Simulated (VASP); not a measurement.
A run of VASP 6.6.1:

INCAR

```
SYSTEM = Li2Se
ALGO = Normal
EDIFF = 1E-8
ENCUT = 750
GGA = PS
GGA_COMPAT = .FALSE.
IBRION = 6
ISIF = 3
ISMEAR = 0
LASPH = .TRUE.
LCHARG = .FALSE.
LREAL = .FALSE.
LWAVE = .FALSE.
NBANDS = 13
NELM = 120
NFREE = 2
NSW = 1
POTIM = 0.015
PREC = Accurate
SIGMA = 0.01
```

KPOINTS

```
k-points
0
G
  6 6 6
  0 0 0
```

POSCAR

```
Li2Se
1.0
    0.0000000000      2.9458459284      2.9458459284
    2.9458459284      0.0000000000      2.9458459284
    2.9458459284      2.9458459284      0.0000000000
Li Se
2 1
Direct
    0.2500000000      0.2500000000      0.2500000000
    0.7500000000      0.7500000000      0.7500000000
    0.0000000000      0.0000000000      0.0000000000
```

Potentials or basis: VASP PAW PBE potentials, release 64 (Li_sv, Se).

Command:

```bash
$ cat potpaw_PBE.64/Li_sv/POTCAR potpaw_PBE.64/Se/POTCAR > POTCAR
$ mpirun -np 1 vasp_std > vasp.out
```

Hardware: 1 thread of Intel(R) Xeon(R) 6975P-C (Granite Rapids) (shared host).

**Question.** Estimate the wall time of this run.

**Answer.** Run time: 5.3 min on 1 thread of Intel(R) Xeon(R) 6975P-C (Granite Rapids), with other jobs on the host, peak memory 0.36 GiB. Counts: scf iterations 166, k points 16.
